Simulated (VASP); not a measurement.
# SiMo2 (I4_1/amd) in VASP: notebook

SiMo2 is run at these levels: PBE; tasks: single point.

Program: VASP 6.6.1. These are calculated values, not measurements. Logs are shortened: lines on timing, memory, paths and dates and some standing lists are left out, and cuts for length are marked.

### Step 1. The cell of the first run

Symmetry: I4_1/amd, No. 141, tetragonal system. The conventional cell has a = 3.724 Å, b = 3.724 Å, c = 12.947 Å, α = 90.00°, β = 90.00°, γ = 90.00°. Si (site symmetry -4m2) has 12 Mo at 2.85 Å and 8 Si at 3.72 to 3.73 Å within 3.8 Å. Within 2.9 Å of Mo (site symmetry 2mm) lie 3 Mo at 2.15 to 2.16 Å and 6 Si at 2.85 Å.

### Step 2. Single point, PBE

Contents of INCAR:

```
ALGO = Fast
EDIFF = 1E-7
ENCUT = 520
GGA = PE
ISIF = 2
ISMEAR = 0
LASPH = True
LCHARG = True
LELF = True
LREAL = False
LVHAR = True
LWAVE = False
NBANDS = 41
NELM = 60
PREC = Accurate
SIGMA = 0.1
```

Contents of KPOINTS:

```
k-points
0
Gamma
  6 6 6
```

Contents of POSCAR:

```
SiMo2
1.0
   -1.8617717061      1.8617717061      6.4733341967
    1.8617717061     -1.8617717061      6.4733341967
    1.8617717061      1.8617717061     -6.4733341967
Si Mo
2 4
Direct
    0.0000000000      0.0000000000      0.0000000000
    0.7500000000      0.2500000000      0.5000000000
    0.4165000000      0.4165000000      0.0000000000
    0.1665000000      0.6665000000      0.5000000000
    0.3335000000      0.8335000000      0.5000000000
    0.5835000000      0.5835000000      0.0000000000
```

Potentials or basis: VASP PAW PBE potentials, release 64 (Si, Mo_sv).

Started as:

```console
> cat potpaw_PBE.64/Si/POTCAR potpaw_PBE.64/Mo_sv/POTCAR > POTCAR
> mpirun -np 1 vasp_std > vasp.out
```

OUTCAR:

```text
EDIFF = 1E-7
   ENCUT = 520
   GGA = PE
   ISIF = 2
   ISMEAR = 0
   LASPH = True
   LREAL = False
   NELM = 60
   PREC = Accurate

 ion  position               nearest neighbor table
   1  0.000  0.000  0.000-   6 2.85   6 2.85   6 2.85   3 2.85   6 2.85   3 2.85   3 2.85   3 2.85
                             5 2.85   4 2.85   5 2.85   4 2.85
   2  0.750  0.250  0.500-   5 2.85   5 2.85   5 2.85   4 2.85   5 2.85   4 2.85   4 2.85   4 2.85
                             6 2.85   6 2.85   3 2.85   3 2.85
   3  0.416  0.416  0.000-   5 2.15   5 2.15   6 2.16   1 2.85   1 2.85   1 2.85   1 2.85   2 2.85
                             2 2.85
   4  0.166  0.666  0.500-   6 2.15   6 2.15   5 2.16   2 2.85   2 2.85   2 2.85   2 2.85   1 2.85
                             1 2.85
   5  0.334  0.834  0.500-   3 2.15   3 2.15   4 2.16   2 2.85   2 2.85   2 2.85   2 2.85   1 2.85
                             1 2.85
   6  0.584  0.584  0.000-   4 2.15   4 2.15   3 2.16   1 2.85   1 2.85   1 2.85   1 2.85   2 2.85
                             2 2.85

  LATTYP: Found a body centered tetragonal cell.
 ALAT       =     3.7235434122
 C/A-ratio  =     3.4769752787

  Lattice vectors:

 A1 = (  -1.8617717061,   1.8617717061,   6.4733341967)
 A2 = (   1.8617717061,  -1.8617717061,   6.4733341967)
 A3 = (   1.8617717061,   1.8617717061,  -6.4733341967)

Analysis of symmetry for initial positions (statically):
=====================================================================
 Subroutine PRICEL returns:
 Original cell was already a primitive cell.

 Routine SETGRP: Setting up the symmetry group for a
 body centered tetragonal supercell.

 Subroutine GETGRP returns: Found 16 space group operations
 (whereof  8 operations were pure point group operations)
 out of a pool of 16 trial point group operations.

The static configuration has the point symmetry D_2d.
 The point group associated with its full space group is D_4h.

Analysis of symmetry for dynamics (positions and initial velocities):
=====================================================================
 Subroutine PRICEL returns:
 Original cell was already a primitive cell.

 Routine SETGRP: Setting up the symmetry group for a
 body centered tetragonal supercell.

 Subroutine GETGRP returns: Found 16 space group operations
 (whereof  8 operations were pure point group operations)
 out of a pool of 16 trial point group operations.

The dynamic configuration has the point symmetry D_2d.
 The point group associated with its full space group is D_4h.

 Subroutine INISYM returns: Found 16 space group operations
 (whereof  8 operations are pure point group operations),
 and found     1 'primitive' translations

----------------------------------------------------------------------------------------

                                     Primitive cell

  volume of cell :      89.7513

  direct lattice vectors                    reciprocal lattice vectors
    -1.861771706  1.861771706  6.473334197     0.000000000  0.268561391  0.077239949
     1.861771706 -1.861771706  6.473334197     0.268561391  0.000000000  0.077239949
     1.861771706  1.861771706 -6.473334197     0.268561391  0.268561391  0.000000000

  length of vectors
     6.988307620  6.988307620  6.988307620     0.279448082  0.279448082  0.379803162

  position of ions in fractional coordinates (direct lattice)
     0.000000000  0.000000000  0.000000000
     0.750000000  0.250000000  0.500000000
     0.416500000  0.416500000  0.000000000
     0.166500000  0.666500000  0.500000000
     0.333500000  0.833500000  0.500000000
     0.583500000  0.583500000  0.000000000

  ion indices of the primitive-cell ions
   primitive index   ion index
                 1           1
                 2           2
                 3           3
                 4           4
                 5           5
                 6           6

----------------------------------------------------------------------------------------

 KPOINTS: k-points

Automatic generation of k-mesh.
 Grid dimensions read from file:
 generate k-points for:    6    6    6

 Generating k-lattice:

  Cartesian coordinates                     Fractional coordinates (reciprocal lattice)
     0.000000000  0.044760232  0.012873325     0.166666667  0.000000000  0.000000000
     0.044760232  0.000000000  0.012873325     0.000000000  0.166666667  0.000000000
     0.044760232  0.044760232  0.000000000     0.000000000  0.000000000  0.166666667

  Length of vectors
     0.046574680  0.046574680  0.063300527

  Shift w.r.t. Gamma in fractional coordinates (k-lattice)
     0.000000000  0.000000000  0.000000000

 Subroutine IBZKPT returns following result:
 ===========================================

 Found     30 irreducible k-points:

 Following reciprocal coordinates:
            Coordinates               Weight
  0.000000  0.000000  0.000000      1.000000
  0.166667  0.000000 -0.000000      8.000000
  0.333333  0.000000  0.000000      8.000000
  0.500000  0.000000 -0.000000      4.000000
  0.166667  0.166667  0.000000      8.000000
  0.333333  0.166667 -0.000000     16.000000
[... 16 lines left out ...]
 -0.333333 -0.333333  0.166667      8.000000
 -0.166667 -0.333333  0.166667      8.000000
 [... further k-points ...]
   k-points           NKPTS =     30   k-points in BZ     NKDIM =     30   number of bands    NBANDS=     41
   number of dos      NEDOS =    301   number of ions     NIONS =      6
   total plane-waves  NPLWV = 157464
   dimension x,y,z NGX =    54 NGY =   54 NGZ =   54
   dimension x,y,z NGXF=   108 NGYF=  108 NGZF=  108
   ions per type =               2   4
   NGX,Y,Z   is equivalent  to a cutoff of  12.85, 12.85, 12.85 a.u.
   NGXF,Y,Z  is equivalent  to a cutoff of  25.69, 25.69, 25.69 a.u.
 SYSTEM =  unknown system
   PREC   = accura    normal or accurate (medium, high low for compatibility)
   ISTART =      0    job   : 0-new  1-cont  2-samecut
   ICHARG =      2    charge: 1-file 2-atom 10-const
   ISPIN  =      1    spin polarized calculation?
   LNONCOLLINEAR =      F non collinear calculations
   LSORBIT =      F    spin-orbit coupling
   LASPH  =      T    aspherical Exc in radial PAW
   ENCUT  =  520.0 eV  38.22 Ry    6.18 a.u.  12.99 12.99 12.99*2*pi/ulx,y,z
   NELM   =     60;   NELMIN=  2; NELMDL= -5     # of ELM steps
   EDIFF  = 0.1E-06   stopping-criterion for ELM
   LREAL  =      F    real-space projection
   EDIFFG = 0.1E-05   stopping-criterion for IOM
   NSW    =      0    number of steps for IOM
   IBRION =     -1    ionic relax: 0-MD 1-quasi-New 2-CG
   NFREE  =      0    steps in history (QN), initial steepest desc. (CG)
   ISIF   =      2    stress and relaxation
   ISYM   =      2    0-nonsym 1-usesym 2-fastsym
   POTIM  = 0.5000    time-step for ionic-motion
   TEBEG  =    0.0;   TEEND  =   0.0 temperature during run
   PSTRESS=    0.0 pullay stress
   NELECT =      64.0000    total number of electrons
   NUPDOWN=      -1.0000    fix difference up-down
   EMIN   =  10.00;   EMAX   =-10.00  energy-range for DOS
   EFERMI =   0.00;   METHOD = LEGACY
   ISMEAR =     0;   SIGMA  =   0.10  broadening in eV -4-tet -1-fermi 0-gaus
   EFERMI_NEDOS =   21; number of points for ismear=-14 and -15
   IALGO  =     68    algorithm
   IMIX   =      4    mixing-type and parameters
     AMIX     =   0.40;   BMIX     =  1.00
     AMIX_MAG =   1.60;   BMIX_MAG =  1.00
  volume/ion in A,a.u.               =      14.96       100.95
  Fermi-wavevector in a.u.,A,eV,Ry     =   1.462585  2.763885 29.104980  2.139156
  Thomas-Fermi vector in A             =   2.578781
   LORBIT       =      0    0 simple, 1 ext, 2 COOP (PROOUT), +10 PAW based schemes
   GGA     = PE    functional components
   LHFCALC =     F    Hartree Fock is set to
   AEXX    =    0.0000 exact exchange contribution
   IVDW    =     0    specifies the selected vdW correction
   LEPSILON=     F    determine dielectric tensor
   LRPA    =     F    only Hartree local field effects (RPA)
 non-spin polarized calculation
 RMM-DIIS sequential band-by-band and
 Gauss-broadening in eV      SIGMA  =   0.10
  energy-cutoff  :      520.00
  volume of cell :       89.75
 maximum number of plane-waves:      2440
 NGX is ok and might be reduce to    54
   NGX = 25   NGY = 25   NGZ = 25

 number of electron      64.0000001 magnetization

 Free energy of the ion-electron system (eV)
  ---------------------------------------------------
  ext. energy  EPLUGINS =         0.00000000
  ---------------------------------------------------
  free energy    TOTEN  =       -44.31443057 eV

  energy without entropy =      -44.29347691  energy(sigma->0) =      -44.30395374

 E-fermi :  11.9763     XC(G=0): -12.5435

 val. band max:       11.9743847388   @ k =  -0.3333   0.1667   0.0000
 cond. band min:      11.9854260400   @ k =  -0.3333   0.3333   0.3333
 fundamental gap:      0.0110413012
 Fermi energy:        11.9762833134

 k-point     1 :       0.0000    0.0000    0.0000
  band No.  band energies     occupation
      1     -49.6907      2.00000
      2     -49.1500      2.00000
      3     -48.4994      2.00000
      4     -47.8649      2.00000
      5     -25.3419      2.00000
      6     -25.3419      2.00000
[... 33 lines left out ...]
     40      15.8744      0.00000
     41      16.7815      0.00000

 k-point     2 :       0.1667    0.0000   -0.0000
  band No.  band energies     occupation
      1     -49.6499      2.00000
      2     -49.1259      2.00000
      3     -48.5250      2.00000
      4     -47.9156      2.00000
      5     -25.3543      2.00000
      6     -25.3411      2.00000
[... 33 lines left out ...]
     40      16.0237      0.00000
     41      16.1356      0.00000

 k-point     3 :       0.3333    0.0000    0.0000
  band No.  band energies     occupation
      1     -49.5684      2.00000
      2     -49.0412      2.00000
      3     -48.6152      2.00000
      4     -48.0145      2.00000
      5     -25.3513      2.00000
      6     -25.3394      2.00000
[... 33 lines left out ...]
     40      16.2293      0.00000
     41      16.6312      0.00000

 k-point     4 :       0.5000    0.0000   -0.0000
  band No.  band energies     occupation
      1     -49.5295      2.00000
      2     -48.9460      2.00000
      3     -48.7147      2.00000
      4     -48.0606      2.00000
      5     -25.3386      2.00000
      6     -25.3362      2.00000
[... 825 lines left out ...]
     40      15.9063      0.00000
     41      16.7674      0.00000

 k-point    23 :      -0.3333   -0.3333    0.1667
  band No.  band energies     occupation
      1     -49.5241      2.00000
      2     -49.2807      2.00000
      3     -48.3536      2.00000
      4     -48.0698      2.00000
      5     -25.4457      2.00000
      6     -25.3652      2.00000
[... 33 lines left out ...]
     40      15.2384      0.00000
     41      16.0881      0.00000

 k-point    24 :      -0.1667   -0.3333    0.1667
  band No.  band energies     occupation
      1     -49.6040      2.00000
      2     -49.2389      2.00000
      3     -48.4011      2.00000
      4     -47.9727      2.00000
      5     -25.3864      2.00000
      6     -25.3425      2.00000
[... 33 lines left out ...]
     40      15.7727      0.00000
     41      15.8095      0.00000

 [... further k-points ...]

------------------------ aborting loop because EDIFF is reached ----------------------------------------

  FORCE on cell =-STRESS in cart. coord.  units (eV):
  Direction    XX          YY          ZZ          XY          YZ          ZX
  --------------------------------------------------------------------------------------
  -------------------------------------------------------------------------------------
  Total       21.9509962     21.9509962     42.2759585      0.0000000      0.0000000      0.0000000
  in kB      391.8536941    391.8536941    754.6805776      0.0000000      0.0000000      0.0000000
  external PRESSURE =     512.7959886 kB  Pullay stress =       0.0000000 kB

 VOLUME and BASIS-vectors are now :
 -----------------------------------------------------------------------------
  energy-cutoff  :      520.00
  volume of cell :       89.75
      direct lattice vectors                 reciprocal lattice vectors
    -1.861771706  1.861771706  6.473334197     0.000000000  0.268561391  0.077239949
     1.861771706 -1.861771706  6.473334197     0.268561391  0.000000000  0.077239949
     1.861771706  1.861771706 -6.473334197     0.268561391  0.268561391  0.000000000

 POSITION                                       TOTAL-FORCE (eV/Angst)
 -----------------------------------------------------------------------------------
      0.00000      0.00000      0.00000        -0.000000     -0.000000      0.000000
     -0.00000      1.86177      3.23667        -0.000000     -0.000000      0.000000
      0.00000      0.00000      5.39229        -0.000000      0.000000      0.553906
      1.86177     -0.00000      2.15562         0.000000     -0.000000      0.553906
      1.86177      0.00000      4.31771         0.000000     -0.000000     -0.553906
      0.00000      0.00000      7.55438        -0.000000      0.000000     -0.553906
 -----------------------------------------------------------------------------------
    total drift:                               -0.000000     -0.000000      0.000000

  FREE ENERGIE OF THE ION-ELECTRON SYSTEM (eV)
  ---------------------------------------------------
  free  energy   TOTEN  =       -44.3144305668 eV

  energy  without entropy=      -44.2934769102  energy(sigma->0) =      -44.30395374
```

It took 6.9 min on 1 thread of Intel Xeon Platinum 8259CL at 2.50GHz (Skylake/Cascade Lake), shared host; peak memory 0.42 GiB.

Results:

- Free energy: -44.3144 eV
- Pressure: 51.3 GPa
- Largest force: 0.554 eV/Å
- Band gap on the k mesh: zero (bands 32 and 33 overlap by 1.25 eV)

Forces in eV/Å, atoms in the order of the input:
```
Si   0.000  0.000  0.000
Si   0.000  0.000  0.000
Mo   0.000  0.000  0.554
Mo   0.000  0.000  0.554
Mo   0.000  0.000 -0.554
Mo   0.000  0.000 -0.554
```

Stress tensor (GPa, compression positive):
```
39.19  0.00  0.00
 0.00 39.19  0.00
 0.00  0.00 75.47
```

Caveat: the cell stands under pressure.

### Step 3. Single point, PBE

This run uses another cell than the first one, of 15.31 Å³/atom.

Contents of INCAR:

```
SYSTEM = SiMo2
PREC     = Accurate       ! precision mode
ENCUT    = 520            ! plane-wave cutoff, eV
EDIFF    = 1E-6           ! SCF threshold, eV
ISMEAR   = 0              ! smearing method
SIGMA    = 0.1            ! smearing width, eV
LREAL    = .FALSE.        ! projectors in reciprocal space
LASPH    = .TRUE.         ! aspherical terms in the spheres
NELM     = 80             ! most SCF steps
ALGO     = Fast           ! electronic algorithm
ISIF     = 2              ! what is computed and relaxed
LWAVE    = .FALSE.        ! write WAVECAR
LCHARG   = .FALSE.        ! write CHGCAR
GGA      = PE             ! functional
NBANDS   = 41             ! bands
```

Contents of KPOINTS:

```
Automatic mesh
0
G
  6 6 6
  0 0 0
```

Contents of POSCAR:

```
SiMo2
1.0
   -1.4634039477      1.4634039477     10.7202183152
    1.4634039477     -1.4634039477     10.7202183152
    1.4634039477      1.4634039477    -10.7202183152
Si Mo
2 4
Direct
    0.0000000000      0.0000000000      0.0000000000
    0.7500000000      0.2500000000      0.5000000000
    0.4242864953      0.4242864953      0.0000000000
    0.1742864953      0.6742864953      0.5000000000
    0.3257135047      0.8257135047      0.5000000000
    0.5757135047      0.5757135047      0.0000000000
```

Potentials or basis: VASP PAW PBE potentials, release 64 (Si, Mo_sv).

Started as:

```console
> cat potpaw_PBE.64/Si/POTCAR potpaw_PBE.64/Mo_sv/POTCAR > POTCAR
> mpirun -np 1 vasp_std > vasp.out
```

Wall time 26 min (1 thread of Intel Xeon Platinum 8259CL at 2.50GHz (Skylake/Cascade Lake), shared host); peak memory 1.1 GiB.

Results (log left out):

| Quantity | Value |
| --- | --- |
| Free energy | -53.0465 eV |
| Pressure | 0.4 GPa |
| Largest force | 0.020 eV/Å |
| Band gap on the k mesh | zero (bands 32 and 33 overlap by 1.19 eV) |

Forces on the atoms (eV/Å):
```
Si   0.000  0.000  0.000
Si   0.000  0.000  0.000
Mo   0.000  0.000  0.020
Mo   0.000  0.000  0.020
Mo   0.000  0.000 -0.020
Mo   0.000  0.000 -0.020
```

Stress tensor (GPa, compression positive):
```
0.15 0.00 0.00
0.00 0.15 0.00
0.00 0.00 0.75
```

Levels at points of the mesh, in eV from the Fermi level:
| k point | band 29 | band 30 | band 31 | band 32 | band 33 | band 34 |
| --- | --- | --- | --- | --- | --- | --- |
| (0.00, 0.00, 0.00) | -0.74 | -0.74 | -0.28 | 0.39 | 1.17 | 1.17 |
| (0.50, 0.00, 0.00) | -0.97 | -0.87 | -0.85 | -0.59 | -0.47 | 0.32 |
| (0.50, 0.50, 0.00) | -0.93 | -0.93 | 0.73 | 0.73 | 0.89 | 0.89 |
| (0.50, 0.50, 0.50) | -0.26 | -0.26 | 0.05 | 0.05 | 0.30 | 0.30 |

Caveat: the k points lie up to 0.36 Å⁻¹ apart, too coarse for converged energies and pressures of a metal.
